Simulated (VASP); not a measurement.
# BP in VASP: single point with PBE

Aim: the single point of BP with PBE.

All numbers are computed with VASP 6.6.1; they aren't measurements. Logs are shortened: lines on timing, memory, paths and dates and some standing lists are left out, and cuts for length are marked.

### 1 The cell of the first run

The cell holds a wire or tube with vacuum around it, 12 atoms: a = 14.700 Å, b = 15.000 Å, c = 4.531 Å, α = 90.00°, β = 90.00°, γ = 90.00°.

### 2 Single point, PBE, collinear spin

INCAR reads:

```
SYSTEM = BP
PREC = Accurate
ENCUT = 520
EDIFF = 1E-6
ISMEAR = 0
SIGMA = 0.05
LREAL = .FALSE.
LASPH = .TRUE.
NELM = 150
ALGO = Normal
ISIF = 2
LWAVE = .FALSE.
LCHARG = .TRUE.
ISPIN = 2
MAGMOM = 0.3 0.3 0.3 0.3 0.3 0.3 0.3 0.3 0.3 0.3 0.3 0.3
LORBIT = 11
GGA = PE
LELF = .TRUE.
LVHAR = .TRUE.
NBANDS = 40
```

KPOINTS reads:

```
regular mesh
0
G
  1 1 7
  0 0 0
```

POSCAR reads:

```
BP
1.0
   14.7000000000      0.0000000000      0.0000000000
    0.0000000000     15.0000000000      0.0000000000
    0.0000000000      0.0000000000      4.5314224156
B P
6 6
Direct
    0.5417068971      0.5408668687      0.0013682523
    0.5130906177      0.4075999919      0.4190173212
    0.5474840102      0.6306945983      0.5198174081
    0.4056981182      0.5128861561      0.4190720971
    0.6333831781      0.5464756922      0.5198149139
    0.4077592304      0.4096276821      0.1235801966
    0.6342069460      0.6314624227      0.8140204724
    0.3004402139      0.4730638296      0.2217377135
    0.6244554562      0.4578292586      0.2390111501
    0.4725122162      0.3044563863      0.2215132716
    0.4570100085      0.6219917850      0.2390516682
    0.4622531074      0.4630453285      0.7619955350
```

Potentials or basis: VASP PAW PBE potentials, release 64 (B, P).

Launch:

```sh
> cat potpaw_PBE.64/B/POTCAR potpaw_PBE.64/P/POTCAR > POTCAR
> mpirun -np 1 vasp_std > vasp.out
```

OUTCAR:

```text
SYSTEM = BP
   PREC = Accurate
   ENCUT = 520
   EDIFF = 1E-6
   ISMEAR = 0
   LREAL = .FALSE.
   LASPH = .TRUE.
   NELM = 150
   ISIF = 2
   ISPIN = 2
   LORBIT = 11
   GGA = PE

 ion  position               nearest neighbor table
   1  0.542  0.541  0.001-  12 1.98   9 2.05  11 2.05   7 2.10
   2  0.513  0.408  0.419-  10 1.88  12 1.91   9 1.98   6 2.05
   3  0.547  0.631  0.520-   5 1.79   7 1.84  11 1.85
   4  0.406  0.513  0.419-   8 1.88  12 1.91  11 1.98   6 2.05
   5  0.633  0.546  0.520-   3 1.79   7 1.84   9 1.85
   6  0.408  0.410  0.124-  10 1.90   8 1.90  12 1.99   2 2.05   4 2.05
   7  0.634  0.631  0.814-   5 1.84   3 1.84   1 2.10
   8  0.300  0.473  0.222-   4 1.88   6 1.90
   9  0.624  0.458  0.239-   5 1.85   2 1.98   1 2.05
  10  0.473  0.304  0.222-   2 1.88   6 1.90
  11  0.457  0.622  0.239-   3 1.85   4 1.98   1 2.05
  12  0.462  0.463  0.762-   4 1.91   2 1.91   1 1.98   6 1.99

  LATTYP: Found a simple orthorhombic cell.
 ALAT       =     4.5314224156
 B/A-ratio  =     3.2440144952
 C/A-ratio  =     3.3102188726

  Lattice vectors:

 A1 = (   0.0000000000,   0.0000000000,   4.5314224156)
 A2 = (  14.7000000000,   0.0000000000,   0.0000000000)
 A3 = (   0.0000000000,  15.0000000000,   0.0000000000)

Analysis of symmetry for initial positions (statically):
=====================================================================
 Subroutine PRICEL returns:
 Original cell was already a primitive cell.

 Routine SETGRP: Setting up the symmetry group for a
 simple orthorhombic supercell.

 Subroutine GETGRP returns: Found  1 space group operations
 (whereof  1 operations were pure point group operations)
 out of a pool of  8 trial point group operations.

The static configuration has the point symmetry C_1 .

Analysis of symmetry for dynamics (positions and initial velocities):
=====================================================================
 Subroutine PRICEL returns:
 Original cell was already a primitive cell.

 Routine SETGRP: Setting up the symmetry group for a
 simple orthorhombic supercell.

 Subroutine GETGRP returns: Found  1 space group operations
 (whereof  1 operations were pure point group operations)
 out of a pool of  8 trial point group operations.

The dynamic configuration has the point symmetry C_1 .

Analysis of structural, dynamic, and magnetic symmetry:
[... 162 lines left out ...]
 cond. band min:      -3.2022994745   @ k =   0.0000   0.0000   0.2857
 fundamental gap:      0.1760578011
 Fermi energy:        -3.2907373953

 spin component 1

 k-point     1 :       0.0000    0.0000    0.0000
  band No.  band energies     occupation
      1     -17.8436      1.00000
      2     -16.5870      1.00000
      3     -14.9646      1.00000
      4     -14.4986      1.00000
      5     -13.7746      1.00000
      6     -13.7035      1.00000
[... 145 lines left out ...]
     35       1.4910      0.00000
     36       1.5333      0.00000
 Fermi energy:        -3.2907373953

 spin component 2

 k-point     1 :       0.0000    0.0000    0.0000
  band No.  band energies     occupation
      1     -17.7230      1.00000
      2     -16.4393      1.00000
      3     -14.7809      1.00000
      4     -14.3556      1.00000
      5     -13.4821      1.00000
      6     -13.4742      1.00000
[... 145 lines left out ...]
     35       1.5874      0.00000
     36       1.6249      0.00000
 [bands above 36 left out]

------------------------ aborting loop because EDIFF is reached ----------------------------------------

  FORCE on cell =-STRESS in cart. coord.  units (eV):
  Direction    XX          YY          ZZ          XY          YZ          ZX
  --------------------------------------------------------------------------------------
  -------------------------------------------------------------------------------------
  Total       -0.2160532     -0.2240258     -0.2651909     -0.0097563     -0.0634993     -0.0594051
  in kB       -0.3464402     -0.3592241     -0.4252321     -0.0156441     -0.1018208     -0.0952558
  external PRESSURE =      -0.3769654 kB  Pullay stress =       0.0000000 kB

 VOLUME and BASIS-vectors are now :
 -----------------------------------------------------------------------------
  energy-cutoff  :      520.00
  volume of cell :      999.18
      direct lattice vectors                 reciprocal lattice vectors
    14.700000000  0.000000000  0.000000000     0.068027211  0.000000000  0.000000000
     0.000000000 15.000000000  0.000000000     0.000000000  0.066666667  0.000000000
     0.000000000  0.000000000  4.531422416     0.000000000  0.000000000  0.220681258

 POSITION                                       TOTAL-FORCE (eV/Angst)
 -----------------------------------------------------------------------------------
      7.96309      8.11300      0.00620        -0.004205     -0.004107      0.001701
      7.54243      6.11400      1.89874        -0.006748     -0.007598     -0.010100
      8.04801      9.46042      2.35551        -0.017127      0.004976     -0.000529
      5.96376      7.69329      1.89899        -0.007419     -0.007932     -0.011258
      9.31073      8.19714      2.35550         0.005503     -0.016966     -0.000784
      5.99406      6.14442      0.55999        -0.012365     -0.012506      0.010242
      9.32284      9.47194      3.68867        -0.022952     -0.022991     -0.042599
      4.41647      7.09596      1.00479         0.037119     -0.005268      0.000723
      9.17950      6.86744      1.08306        -0.001402      0.024823      0.025110
      6.94593      4.56685      1.00377        -0.005295      0.039660      0.000991
      6.71805      9.32988      1.08324         0.025240     -0.002065      0.024315
      6.79512      6.94568      3.45292         0.009651      0.009975      0.002187
 -----------------------------------------------------------------------------------
    total drift:                                0.000019      0.000172      0.000046

  FREE ENERGIE OF THE ION-ELECTRON SYSTEM (eV)
  ---------------------------------------------------
  free  energy   TOTEN  =       -65.9534015778 eV

  energy  without entropy=      -65.9530226076  energy(sigma->0) =      -65.95321209

 total charge

# of ion       s       p       d       tot
------------------------------------------
    1        0.663   1.085   0.000   1.748
    2        0.684   1.179   0.000   1.863
    3        0.754   1.093   0.000   1.847
    4        0.685   1.179   0.000   1.863
    5        0.754   1.093   0.000   1.847
    6        0.687   1.190   0.000   1.876
    7        1.079   1.455   0.000   2.534
    8        1.095   1.397   0.000   2.492
    9        1.054   1.492   0.000   2.546
   10        1.095   1.397   0.000   2.492
   11        1.054   1.492   0.000   2.546
   12        1.002   1.549   0.000   2.551
--------------------------------------------------
tot         10.607  15.598   0.000  26.205

 magnetization (x)

# of ion       s       p       d       tot
------------------------------------------
    1        0.008   0.026   0.000   0.034
    2       -0.002  -0.027   0.000  -0.029
    3        0.012   0.133   0.000   0.145
    4       -0.002  -0.027   0.000  -0.029
    5        0.012   0.133   0.000   0.145
    6       -0.009  -0.051   0.000  -0.061
    7       -0.000   0.030   0.000   0.030
    8        0.010   0.269   0.000   0.278
    9        0.005   0.024   0.000   0.029
   10        0.010   0.268   0.000   0.278
   11        0.005   0.024   0.000   0.029
   12        0.010   0.070   0.000   0.080
--------------------------------------------------
tot          0.058   0.871   0.000   0.929
```

OSZICAR:

```text
N       E                     dE             d eps       ncg     rms          rms(c)
DAV:   1     0.340718466882E+03    0.34072E+03   -0.13686E+04   640   0.805E+02
DAV:   2    -0.129885494072E+02   -0.35371E+03   -0.33535E+03  1016   0.163E+02
[... 23 lines left out ...]
DAV:  26    -0.659533796260E+02   -0.11290E-04   -0.23936E-07   648   0.172E-03    0.456E-04
DAV:  27    -0.659533936755E+02   -0.14049E-04   -0.57341E-07   656   0.186E-03    0.291E-04
DAV:  28    -0.659533987511E+02   -0.50756E-05   -0.22611E-07   648   0.127E-03    0.231E-04
DAV:  29    -0.659534004355E+02   -0.16845E-05   -0.11049E-07   624   0.811E-04    0.133E-04
DAV:  30    -0.659534014425E+02   -0.10070E-05   -0.95620E-08   616   0.792E-04    0.869E-05
DAV:  31    -0.659534015778E+02   -0.13532E-06   -0.42945E-08   640   0.586E-04
   1 F= -.65953402E+02 E0= -.65953212E+02  d E =-.378970E-03  mag=     1.9965
```

stdout:

```text
POSCAR found type information on POSCAR B P
 POSCAR found :  2 types and      12 ions
 scaLAPACK will be used
 LDA part: xc-table for (Slater+PW92), standard interpolation
 POSCAR, INCAR and KPOINTS ok, starting setup
 FFT: planning ... GRIDC
 FFT: planning ... GRID_SOFT
 FFT: planning ... GRID
 WAVECAR not read
 entering main loop
```

It took 25 min on 1 thread of Intel Xeon 8259CL, shared host; peak memory 1.3 GiB.

Results:

```
Free energy                                           : -65.9534 eV
Largest force                                         : 0.054 eV/Å
Band gap on the k mesh                                : 0.18 eV (least direct gap 0.22 eV)
Net moment                                            : 2.00 μB per cell
Site moments                                          : B +0.03, -0.03, +0.14, -0.06 (each value once); P +0.03, +0.28, +0.08 (each value once) μB
Valence electrons inside the program's atomic spheres : B 1.75, 1.86, 1.85, 1.88 (each value once); P 2.53, 2.49, 2.55 (each value once)
```

Forces in eV/Å, atoms in the order of the input:
```
B   -0.004 -0.004  0.002
B   -0.007 -0.008 -0.010
B   -0.017  0.005 -0.001
B   -0.007 -0.008 -0.011
B    0.006 -0.017 -0.001
B   -0.012 -0.013  0.010
P   -0.023 -0.023 -0.043
P    0.037 -0.005  0.001
P   -0.001  0.025  0.025
P   -0.005  0.040  0.001
P    0.025 -0.002  0.024
P    0.010  0.010  0.002
```

Caveat: semilocal functionals underestimate gaps, and a narrow one can read as zero.
